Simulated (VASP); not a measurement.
# CuGe2F4 (P-4m2) in VASP: single point with PBE

Aim: the single point of CuGe2F4 with PBE.

Everything below comes from runs of VASP 6.6.1. Logs are shortened: lines on timing, memory, paths and dates and some standing lists are left out, and cuts for length are marked.

## (1) The cell of the first run

The structure is tetragonal, space group P-4m2 (No. 115). Conventional cell: a = 3.555 Å, b = 3.555 Å, c = 8.124 Å, α = 90.00°, β = 90.00°, γ = 90.00°. Cu (site symmetry -4m2) has 4 F at 2.12 Å and 4 Ge at 2.70 Å within 2.8 Å. Ge (site symmetry 2mm) has 9 F at 2.67 to 3.19 Å and 2 Cu at 2.70 Å within 3.5 Å. F (site symmetry 2mm) has 2 Cu at 2.12 Å and 4 Ge at 2.67 Å within 2.8 Å. F (site symmetry -4m2) has 4 F at 2.51 Å and 4 Ge at 2.69 Å within 3.3 Å. Within 3.3 Å of F (site symmetry -4m2) lie 4 F at 2.51 Å and 4 Ge at 2.69 Å.

## (2) Single point, PBE, collinear spin, ferromagnetic start

INCAR reads:

```
PREC = Accurate
ENCUT = 520
EDIFF = 1E-7
ISMEAR = 0
SIGMA = 0.1
LREAL = F
LASPH = T
NELM = 150
ALGO = Normal
ISIF = 2
LWAVE = F
LCHARG = T
ISPIN = 2
MAGMOM = 1 0 0 0 0 0 0
LORBIT = 11
LMAXMIX = 4
GGA = PE
LELF = T
LVHAR = T
NBANDS = 46
```

KPOINTS reads:

```
regular mesh
0
Gamma
  6 6 2
```

POSCAR reads:

```
CuGe2F4
1.0
    3.5546030200      0.0000000000      0.0000000000
    0.0000000000      3.5546030200      0.0000000000
    0.0000000000      0.0000000000      8.1242668000
Cu Ge F
1 2 4
Direct
    0.5000000000      0.5000000000      0.0000000000
    0.5000000000      0.0000000000      0.7491610100
    0.0000000000      0.5000000000      0.2508389900
    0.5000000000      0.0000000000      0.1412210000
    0.0000000000      0.5000000000      0.8587790000
    0.5000000000      0.5000000000      0.5000000000
    0.0000000000      0.0000000000      0.5000000000
```

Potentials or basis: VASP PAW PBE potentials, release 64 (Cu, Ge_d, F).

On the command line:

```bash
$ cat potpaw_PBE.64/Cu/POTCAR potpaw_PBE.64/Ge_d/POTCAR potpaw_PBE.64/F/POTCAR > POTCAR
$ mpirun -np 1 vasp_std > vasp.out
```

OUTCAR:

```text
PREC = Accurate
   ENCUT = 520
   EDIFF = 1E-7
   ISMEAR = 0
   LREAL = F
   LASPH = T
   NELM = 150
   ISIF = 2
   ISPIN = 2
   LORBIT = 11
   GGA = PE

 ion  position               nearest neighbor table
   1  0.500  0.500  0.000-   4 2.12   5 2.12   4 2.12   5 2.12   2 2.70   2 2.70   3 2.70   3 2.70

   2  0.500  0.000  0.749-   1 2.70   1 2.70
   3  0.000  0.500  0.251-   1 2.70   1 2.70
   4  0.500  0.000  0.141-   1 2.12   1 2.12
   5  0.000  0.500  0.859-   1 2.12   1 2.12
   6  0.500  0.500  0.500-
   7  0.000  0.000  0.500-

  LATTYP: Found a simple tetragonal cell.
 ALAT       =     3.5546030200
 C/A-ratio  =     2.2855623411

  Lattice vectors:

 A1 = (   3.5546030200,   0.0000000000,   0.0000000000)
 A2 = (   0.0000000000,   3.5546030200,   0.0000000000)
 A3 = (   0.0000000000,   0.0000000000,   8.1242668000)

Analysis of symmetry for initial positions (statically):
=====================================================================
 Subroutine PRICEL returns:
 Original cell was already a primitive cell.

 Routine SETGRP: Setting up the symmetry group for a
 simple tetragonal supercell.

 Subroutine GETGRP returns: Found  8 space group operations
 (whereof  8 operations were pure point group operations)
 out of a pool of 16 trial point group operations.

The static configuration has the point symmetry D_2d.

Analysis of symmetry for dynamics (positions and initial velocities):
=====================================================================
 Subroutine PRICEL returns:
 Original cell was already a primitive cell.

 Routine SETGRP: Setting up the symmetry group for a
 simple tetragonal supercell.

 Subroutine GETGRP returns: Found  8 space group operations
 (whereof  8 operations were pure point group operations)
 out of a pool of 16 trial point group operations.

The dynamic configuration has the point symmetry D_2d.

Analysis of structural, dynamic, and magnetic symmetry:
=====================================================================
 Subroutine PRICEL returns:
 Original cell was already a primitive cell.

 Routine SETGRP: Setting up the symmetry group for a
 simple tetragonal supercell.

 Subroutine GETGRP returns: Found  8 space group operations
 (whereof  8 operations were pure point group operations)
 out of a pool of 16 trial point group operations.

The overall configuration has the point symmetry D_2d.

 Subroutine INISYM returns: Found  8 space group operations
 (whereof  8 operations are pure point group operations),
 and found     1 'primitive' translations

----------------------------------------------------------------------------------------

                                     Primitive cell

  volume of cell :     102.6518

  direct lattice vectors                    reciprocal lattice vectors
     3.554603020  0.000000000  0.000000000     0.281325367  0.000000000  0.000000000
     0.000000000  3.554603020  0.000000000     0.000000000  0.281325367  0.000000000
     0.000000000  0.000000000  8.124266800     0.000000000  0.000000000  0.123088031

  length of vectors
     3.554603020  3.554603020  8.124266800     0.281325367  0.281325367  0.123088031

  position of ions in fractional coordinates (direct lattice)
     0.500000000  0.500000000  0.000000000
     0.500000000  0.000000000  0.749161010
     0.000000000  0.500000000  0.250838990
     0.500000000  0.000000000  0.141221000
     0.000000000  0.500000000  0.858779000
     0.500000000  0.500000000  0.500000000
     0.000000000  0.000000000  0.500000000

  ion indices of the primitive-cell ions
   primitive index   ion index
                 1           1
                 2           2
                 3           3
                 4           4
                 5           5
                 6           6
                 7           7

[... 46 lines left out ...]
  0.500000  0.333333  0.500000      4.000000
  0.500000  0.500000  0.500000      1.000000
   k-points           NKPTS =     20   k-points in BZ     NKDIM =     20   number of bands    NBANDS=     46
   number of dos      NEDOS =    301   number of ions     NIONS =      7
   total plane-waves  NPLWV =  47040
   dimension x,y,z NGX =    28 NGY =   28 NGZ =   60
   dimension x,y,z NGXF=    56 NGYF=   56 NGZF=  120
   ions per type =               1   2   4
   NGX,Y,Z   is equivalent  to a cutoff of  13.10, 13.10, 12.28 a.u.
   NGXF,Y,Z  is equivalent  to a cutoff of  26.19, 26.19, 24.56 a.u.
 SYSTEM =  unknown system
   PREC   = accura    normal or accurate (medium, high low for compatibility)
   ISTART =      0    job   : 0-new  1-cont  2-samecut
   ICHARG =      2    charge: 1-file 2-atom 10-const
   ISPIN  =      2    spin polarized calculation?
   LNONCOLLINEAR =      F non collinear calculations
   LSORBIT =      F    spin-orbit coupling
   LASPH  =      T    aspherical Exc in radial PAW
   ENCUT  =  520.0 eV  38.22 Ry    6.18 a.u.   6.61  6.61 15.11*2*pi/ulx,y,z
   NELM   =    150;   NELMIN=  2; NELMDL= -5     # of ELM steps
   EDIFF  = 0.1E-06   stopping-criterion for ELM
   LREAL  =      F    real-space projection
   EDIFFG = 0.1E-05   stopping-criterion for IOM
   NSW    =      0    number of steps for IOM
   IBRION =     -1    ionic relax: 0-MD 1-quasi-New 2-CG
   NFREE  =      0    steps in history (QN), initial steepest desc. (CG)
   ISIF   =      2    stress and relaxation
   ISYM   =      2    0-nonsym 1-usesym 2-fastsym
   POTIM  = 0.5000    time-step for ionic-motion
   TEBEG  =    0.0;   TEEND  =   0.0 temperature during run
   PSTRESS=    0.0 pullay stress
   NELECT =      67.0000    total number of electrons
   NUPDOWN=      -1.0000    fix difference up-down
   EMIN   =  10.00;   EMAX   =-10.00  energy-range for DOS
   EFERMI =   0.00;   METHOD = LEGACY
   ISMEAR =     0;   SIGMA  =   0.10  broadening in eV -4-tet -1-fermi 0-gaus
   EFERMI_NEDOS =   21; number of points for ismear=-14 and -15
   IALGO  =     38    algorithm
   IMIX   =      4    mixing-type and parameters
     AMIX     =   0.40;   BMIX     =  1.00
     AMIX_MAG =   1.60;   BMIX_MAG =  1.00
  volume/ion in A,a.u.               =      14.66        98.96
  Fermi-wavevector in a.u.,A,eV,Ry     =   1.420074  2.683551 27.437646  2.016610
  Thomas-Fermi vector in A             =   2.541028
   LORBIT       =     11    0 simple, 1 ext, 2 COOP (PROOUT), +10 PAW based schemes
   GGA     = PE    functional components
   LHFCALC =     F    Hartree Fock is set to
   AEXX    =    0.0000 exact exchange contribution
   IVDW    =     0    specifies the selected vdW correction
   LEPSILON=     F    determine dielectric tensor
   LRPA    =     F    only Hartree local field effects (RPA)
 spin polarized calculation
 Gauss-broadening in eV      SIGMA  =   0.10
  energy-cutoff  :      520.00
  volume of cell :      102.65
 maximum number of plane-waves:      2790
 NGX is ok and might be reduce to    28
   NGX = 13   NGY = 13   NGZ = 31

 number of electron      67.0000003 magnetization       0.0001902

 number of electron      67.0000003 magnetization      -0.0000530

 Free energy of the ion-electron system (eV)
  ---------------------------------------------------
  ext. energy  EPLUGINS =         0.00000000
  ---------------------------------------------------
  free energy    TOTEN  =       -26.62905283 eV

  energy without entropy =      -26.61392695  energy(sigma->0) =      -26.62148989

 E-fermi :   3.1362     XC(G=0): -10.0564

 val. band max:        3.0799279563   @ k =   0.3333   0.1667   0.5000
 cond. band min:       3.1833475819   @ k =   0.1667   0.1667   0.0000
 fundamental gap:      0.1034196255
 Fermi energy:         3.1362090634

 spin component 1

 k-point     1 :       0.0000    0.0000    0.0000
  band No.  band energies     occupation
      1     -22.8361      1.00000
      2     -22.8356      1.00000
      3     -22.7963      1.00000
      4     -22.7962      1.00000
      5     -22.7850      1.00000
      6     -22.7850      1.00000
[... 949 lines left out ...]
     44      12.8700      0.00000
     45      14.0477      0.00000
 Fermi energy:         3.1362090634

 spin component 2

 k-point     1 :       0.0000    0.0000    0.0000
  band No.  band energies     occupation
      1     -22.8361      1.00000
      2     -22.8356      1.00000
      3     -22.7963      1.00000
      4     -22.7962      1.00000
      5     -22.7850      1.00000
      6     -22.7850      1.00000
[... 949 lines left out ...]
     44      12.8700      0.00000
     45      14.0477      0.00000
 [bands above 45 left out]

------------------------ aborting loop because EDIFF is reached ----------------------------------------

  FORCE on cell =-STRESS in cart. coord.  units (eV):
  Direction    XX          YY          ZZ          XY          YZ          ZX
  --------------------------------------------------------------------------------------
  -------------------------------------------------------------------------------------
  Total        1.9610162      1.9610162    -12.3267702      0.0000000     -0.0000000      0.0000000
  in kB       30.6073243     30.6073243   -192.3948731      0.0000000     -0.0000000      0.0000000
  external PRESSURE =     -43.7267415 kB  Pullay stress =       0.0000000 kB

 VOLUME and BASIS-vectors are now :
 -----------------------------------------------------------------------------
  energy-cutoff  :      520.00
  volume of cell :      102.65
      direct lattice vectors                 reciprocal lattice vectors
     3.554603020  0.000000000  0.000000000     0.281325367  0.000000000  0.000000000
     0.000000000  3.554603020  0.000000000     0.000000000  0.281325367  0.000000000
     0.000000000  0.000000000  8.124266800     0.000000000  0.000000000  0.123088031

 POSITION                                       TOTAL-FORCE (eV/Angst)
 -----------------------------------------------------------------------------------
      1.77730      1.77730      0.00000        -0.000000      0.000000      0.000000
      1.77730      0.00000      6.08638         0.000000     -0.000000     -3.337974
      0.00000      1.77730      2.03788         0.000000     -0.000000      3.337974
      1.77730      0.00000      1.14732        -0.000000     -0.000000      0.200325
      0.00000      1.77730      6.97695        -0.000000     -0.000000     -0.200325
      1.77730      1.77730      4.06213        -0.000000      0.000000      0.000000
      0.00000      0.00000      4.06213        -0.000000     -0.000000      0.000000
 -----------------------------------------------------------------------------------
    total drift:                                0.000000      0.000000      0.000000

  FREE ENERGIE OF THE ION-ELECTRON SYSTEM (eV)
  ---------------------------------------------------
  free  energy   TOTEN  =       -26.6290528321 eV

  energy  without entropy=      -26.6139269529  energy(sigma->0) =      -26.62148989

 total charge

# of ion       s       p       d       tot
------------------------------------------
    1        0.330   0.249   9.281   9.860
    2        1.370   0.491   9.997  11.857
    3        1.370   0.491   9.997  11.857
    4        1.756   4.273   0.000   6.029
    5        1.756   4.273   0.000   6.029
    6        1.748   4.230   0.000   5.978
    7        1.748   4.225   0.000   5.974
--------------------------------------------------
tot         10.078  18.231  29.275  57.584

 magnetization (x)

# of ion       s       p       d       tot
------------------------------------------
    1       -0.000  -0.000   0.000  -0.000
    2       -0.000  -0.000  -0.000  -0.000
    3       -0.000  -0.000  -0.000  -0.000
    4       -0.000   0.000   0.000   0.000
    5       -0.000   0.000   0.000   0.000
    6       -0.000  -0.000   0.000  -0.000
    7        0.000  -0.000   0.000  -0.000
--------------------------------------------------
tot         -0.000  -0.000   0.000  -0.000
```

Run time: 9.4 min. Hardware: 1 thread of AMD EPYC 7R13, shared host; peak memory 0.3 GiB.

What came out:

| Quantity | Value |
| --- | --- |
| Free energy | -26.6291 eV |
| Pressure | -4.4 GPa |
| Largest force | 3.338 eV/Å |
| Net moment | 0.00 μB per cell |
| Valence electrons inside the program's atomic spheres | Cu 9.86; Ge 11.86; F 6.03, 5.98, 5.97 |

Forces on the atoms (eV/Å):
```
Cu   0.000  0.000  0.000
Ge   0.000  0.000 -3.338
Ge   0.000  0.000  3.338
F    0.000  0.000  0.200
F    0.000  0.000 -0.200
F    0.000  0.000  0.000
F    0.000  0.000  0.000
```

Stress tensor (GPa, compression positive):
```
  3.06   0.00   0.00
  0.00   3.06   0.00
  0.00   0.00 -19.24
```

Caveat: the k points lie up to 0.39 Å⁻¹ apart; semilocal functionals often make such compounds metallic where correlation or magnetic order opens a gap, which also shifts bond lengths; forces of over 1 eV/Å act on the atoms, so gaps and moduli don't describe the material at rest. With open d or f shells a metallic result of PBE can be an artefact of self-interaction; +U or a hybrid may open a gap.
